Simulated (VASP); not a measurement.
# BN (P6_3/mmc) in VASP: a series of runs

BN is run at these levels: r2SCAN; tasks: single point.

All numbers are computed with VASP 6.6.1; they aren't measurements. Logs are shortened: lines on timing, memory, paths and dates and some standing lists are left out, and cuts for length are marked.

## Step 1: The cell of the first run

Symmetry: P6_3/mmc, No. 194, hexagonal system. Conventional cell: a = 2.692 Å, b = 2.692 Å, c = 6.661 Å, α = 90.00°, β = 90.00°, γ = 120.00°. B (site symmetry -6m2) has 3 N at 1.55 Å within 2.1 Å. N (site symmetry -6m2) has 3 B at 1.55 Å within 2.1 Å.

## Step 2: Single point, r2SCAN (strain +0.0750 x Voigt [1, 1, 0, 0, 0, 0])

Input file POSCAR:

```
BN
1.0
    2.6917910821      0.0000000000      0.0000000000
   -1.3458955411      2.3311594588      0.0000000000
    0.0000000000      0.0000000000      6.6612000000
B N
2 2
Direct
    0.3333333333      0.6666666667      0.2500000000
    0.6666666667      0.3333333333      0.7500000000
    0.3333333333      0.6666666667      0.7500000000
    0.6666666667      0.3333333333      0.2500000000
```

Input file INCAR.step1:

```
PREC = Accurate
ENCUT = 520
ISMEAR = 0
SIGMA = 0.05
LREAL = F
LASPH = T
NELM = 60
NBANDS = 16
GGA = PE
ALGO = Normal
EDIFF = 1E-4
LWAVE = T
LCHARG = F
```

Input file INCAR.step2:

```
PREC = Accurate
ENCUT = 520
EDIFF = 1E-6
ISMEAR = 0
SIGMA = 0.05
LREAL = F
LASPH = T
NELM = 60
ALGO = Normal
ISIF = 2
LWAVE = F
LCHARG = F
METAGGA = R2SCAN
LMIXTAU = T
NBANDS = 16
ISTART = 1
```

Input file KPOINTS:

```
regular mesh
0
Gamma
  12 12 4
```

Potentials or basis: VASP PAW PBE potentials, release 64 (B, N).

Command:

```sh
cat potpaw_PBE.64/B/POTCAR potpaw_PBE.64/N/POTCAR > POTCAR
cp INCAR.step1 INCAR
mpirun -np 1 vasp_std > vasp.out
cp INCAR.step2 INCAR
mpirun -np 1 vasp_std > vasp.out
```

OUTCAR:

```text
PREC = Accurate
   ENCUT = 520
   EDIFF = 1E-6
   ISMEAR = 0
   LREAL = F
   LASPH = T
   NELM = 60
   ISIF = 2
   METAGGA = R2SCAN
   ISTART = 1

 ion  position               nearest neighbor table
   1  0.333  0.667  0.250-   4 1.55   4 1.55   4 1.55
   2  0.667  0.333  0.750-   3 1.55   3 1.55   3 1.55
   3  0.333  0.667  0.750-   2 1.55   2 1.55   2 1.55
   4  0.667  0.333  0.250-   1 1.55   1 1.55   1 1.55

  LATTYP: Found a hexagonal cell.
 ALAT       =     2.6917910821
 C/A-ratio  =     2.4746348423

  Lattice vectors:

 A1 = (   2.6917910821,   0.0000000000,   0.0000000000)
 A2 = (  -1.3458955411,   2.3311594588,   0.0000000000)
 A3 = (   0.0000000000,   0.0000000000,   6.6612000000)

Analysis of symmetry for initial positions (statically):
=====================================================================
 Subroutine PRICEL returns:
 Original cell was already a primitive cell.

 Routine SETGRP: Setting up the symmetry group for a
 hexagonal supercell.

 Subroutine GETGRP returns: Found 24 space group operations
 (whereof 12 operations were pure point group operations)
 out of a pool of 24 trial point group operations.

The static configuration has the point symmetry D_3d.
 The point group associated with its full space group is D_6h.

Analysis of symmetry for dynamics (positions and initial velocities):
=====================================================================
 Subroutine PRICEL returns:
 Original cell was already a primitive cell.

 Routine SETGRP: Setting up the symmetry group for a
 hexagonal supercell.

 Subroutine GETGRP returns: Found 24 space group operations
 (whereof 12 operations were pure point group operations)
 out of a pool of 24 trial point group operations.

The dynamic configuration has the point symmetry D_3d.
 The point group associated with its full space group is D_6h.

 Subroutine INISYM returns: Found 24 space group operations
 (whereof 12 operations are pure point group operations),
 and found     1 'primitive' translations

----------------------------------------------------------------------------------------

                                     Primitive cell

  volume of cell :      41.7990

  direct lattice vectors                    reciprocal lattice vectors
[... 90 lines left out ...]
   NELM   =     60;   NELMIN=  2; NELMDL=  0     # of ELM steps
   EDIFF  = 0.1E-05   stopping-criterion for ELM
   LREAL  =      F    real-space projection
   EDIFFG = 0.1E-04   stopping-criterion for IOM
   NSW    =      0    number of steps for IOM
   IBRION =     -1    ionic relax: 0-MD 1-quasi-New 2-CG
   NFREE  =      0    steps in history (QN), initial steepest desc. (CG)
   ISIF   =      2    stress and relaxation
   ISYM   =      2    0-nonsym 1-usesym 2-fastsym
   POTIM  = 0.5000    time-step for ionic-motion
   TEBEG  =    0.0;   TEEND  =   0.0 temperature during run
   PSTRESS=    0.0 pullay stress
   NELECT =      16.0000    total number of electrons
   NUPDOWN=      -1.0000    fix difference up-down
   EMIN   =  10.00;   EMAX   =-10.00  energy-range for DOS
   EFERMI =   0.00;   METHOD = LEGACY
   ISMEAR =     0;   SIGMA  =   0.05  broadening in eV -4-tet -1-fermi 0-gaus
   EFERMI_NEDOS =   21; number of points for ismear=-14 and -15
   IALGO  =     38    algorithm
   IMIX   =      4    mixing-type and parameters
     AMIX     =   0.40;   BMIX     =  1.00
     AMIX_MAG =   1.60;   BMIX_MAG =  1.00
  volume/ion in A,a.u.               =      10.45        70.52
  Fermi-wavevector in a.u.,A,eV,Ry     =   1.188665  2.246252 19.224012  1.412925
  Thomas-Fermi vector in A             =   2.324790
   LORBIT       =      0    0 simple, 1 ext, 2 COOP (PROOUT), +10 PAW based schemes
   METAGGA = R2SCAN    functional components
   LHFCALC =     F    Hartree Fock is set to
   AEXX    =    0.0000 exact exchange contribution
   IVDW    =     0    specifies the selected vdW correction
   LEPSILON=     F    determine dielectric tensor
   LRPA    =     F    only Hartree local field effects (RPA)
 non-spin polarized calculation
 Gauss-broadening in eV      SIGMA  =   0.05
  energy-cutoff  :      520.00
  volume of cell :       41.80
 maximum number of plane-waves:      1149
 NGX is ok and might be reduce to    20
   NGX =  9   NGY =  9   NGZ = 25

 number of electron      15.9999995 magnetization

 Free energy of the ion-electron system (eV)
  ---------------------------------------------------
  ext. energy  EPLUGINS =         0.00000000
  ---------------------------------------------------
  free energy    TOTEN  =       -37.42210484 eV

  energy without entropy =      -37.42210484  energy(sigma->0) =      -37.42210484

 E-fermi :   1.5043     XC(G=0): -10.2360

 val. band max:        1.1767581658   @ k =   0.3333   0.2500   0.0000
 cond. band min:       5.6076226507   @ k =   0.5000   0.0000   0.0000
 fundamental gap:      4.4308644849
 Fermi energy:         1.5042502606

 k-point     1 :       0.0000    0.0000    0.0000
  band No.  band energies     occupation
      1     -16.4004      2.00000
      2     -16.0958      2.00000
      3      -4.2353      2.00000
      4      -1.9440      2.00000
      5      -0.4066      2.00000
      6      -0.4066      2.00000
[... 433 lines left out ...]
      3      -5.5703      2.00000
      4      -5.4975      2.00000
      5      -2.3119      2.00000
      6      -2.2498      2.00000
[... 8 lines left out ...]
     15      16.7837      0.00000
     16      17.6415      0.00000

 [... further k-points ...]

------------------------ aborting loop because EDIFF is reached ----------------------------------------

  FORCE on cell =-STRESS in cart. coord.  units (eV):
  Direction    XX          YY          ZZ          XY          YZ          ZX
  --------------------------------------------------------------------------------------
  -------------------------------------------------------------------------------------
  Total      -15.2161196    -15.2161196      0.0620074      0.0000000      0.0000000      0.0000000
  in kB     -583.2418672   -583.2418672      2.3767764      0.0000000      0.0000000      0.0000000
  external PRESSURE =    -388.0356527 kB  Pullay stress =       0.0000000 kB

 VOLUME and BASIS-vectors are now :
 -----------------------------------------------------------------------------
  energy-cutoff  :      520.00
  volume of cell :       41.80
      direct lattice vectors                 reciprocal lattice vectors
     2.691791082  0.000000000  0.000000000     0.371499856  0.214485542  0.000000000
    -1.345895541  2.331159459  0.000000000     0.000000000  0.428971084  0.000000000
     0.000000000  0.000000000  6.661200000     0.000000000  0.000000000  0.150123101

 POSITION                                       TOTAL-FORCE (eV/Angst)
 -----------------------------------------------------------------------------------
     -0.00000      1.55411      1.66530         0.000000     -0.000000      0.000000
      1.34590      0.77705      4.99590         0.000000     -0.000000      0.000000
     -0.00000      1.55411      4.99590        -0.000000     -0.000000      0.000000
      1.34590      0.77705      1.66530        -0.000000      0.000000      0.000000
 -----------------------------------------------------------------------------------
    total drift:                               -0.000000      0.000000      0.000000

  FREE ENERGIE OF THE ION-ELECTRON SYSTEM (eV)
  ---------------------------------------------------
  free  energy   TOTEN  =       -37.4221048413 eV

  energy  without entropy=      -37.4221048413  energy(sigma->0) =      -37.42210484
```

OUTCAR.step1:

```text
PREC = Accurate
   ENCUT = 520
   ISMEAR = 0
   LREAL = F
[... 688 lines left out ...]
     -0.00000      1.55411      1.66530         0.000000      0.000000     -0.000000
      1.34590      0.77705      4.99590        -0.000000     -0.000000     -0.000000
     -0.00000      1.55411      4.99590         0.000000      0.000000      0.000000
      1.34590      0.77705      1.66530         0.000000     -0.000000      0.000000
 -----------------------------------------------------------------------------------
    total drift:                               -0.000000      0.000000      0.000000

  FREE ENERGIE OF THE ION-ELECTRON SYSTEM (eV)
  ---------------------------------------------------
  free  energy   TOTEN  =       -34.1421323410 eV

  energy  without entropy=      -34.1421323410  energy(sigma->0) =      -34.14213234
```

OSZICAR.step1:

```text
N       E                     dE             d eps       ncg     rms          rms(c)
DAV:   1     0.454516054238E+02    0.45452E+02   -0.75695E+03  1832   0.901E+02
DAV:   2    -0.331036550174E+02   -0.78555E+02   -0.71551E+02  2552   0.205E+02
DAV:   3    -0.365461318369E+02   -0.34425E+01   -0.34276E+01  2304   0.430E+01
DAV:   4    -0.365720502979E+02   -0.25918E-01   -0.25908E-01  2344   0.412E+00
DAV:   5    -0.365723123121E+02   -0.26201E-03   -0.26201E-03  2296   0.396E-01    0.963E+00
DAV:   6    -0.342750219186E+02    0.22973E+01   -0.46297E+00  2360   0.164E+01    0.412E+00
DAV:   7    -0.341881430325E+02    0.86879E-01   -0.35764E-01  2360   0.459E+00    0.276E+00
DAV:   8    -0.341480121517E+02    0.40131E-01   -0.17996E-01  2424   0.270E+00    0.545E-01
DAV:   9    -0.341412356892E+02    0.67765E-02   -0.13814E-02  2216   0.974E-01    0.139E-01
DAV:  10    -0.341420203989E+02   -0.78471E-03   -0.17496E-03  2144   0.292E-01    0.366E-02
DAV:  11    -0.341421302711E+02   -0.10987E-03   -0.10471E-04  2064   0.804E-02    0.161E-02
DAV:  12    -0.341421323410E+02   -0.20700E-05   -0.14075E-05  1304   0.298E-02
   1 F= -.34142132E+02 E0= -.34142132E+02  d E =-.171348E-11
```

Run time: 2.6 min. Hardware: 1 thread of Intel Xeon 8259CL, shared host; peak memory 0.17 GiB.

What came out:

* Free energy: -37.4221 eV
* Pressure: -38.8 GPa
* Band gap on the k mesh: 4.43 eV (least direct gap 4.71 eV)

Stress tensor (GPa, compression positive):
```
-58.32   0.00   0.00
  0.00 -58.32   0.00
  0.00   0.00   0.24
```

Caveat: the cell differs from its parent crystal (strain +0.0750 x Voigt [1, 1, 0, 0, 0, 0]); the cell stands under tension; the PAW data sets were made with another functional, which shifts forces and pressure a little. A k mesh can miss the band edges.

[end of part 1 of 2]
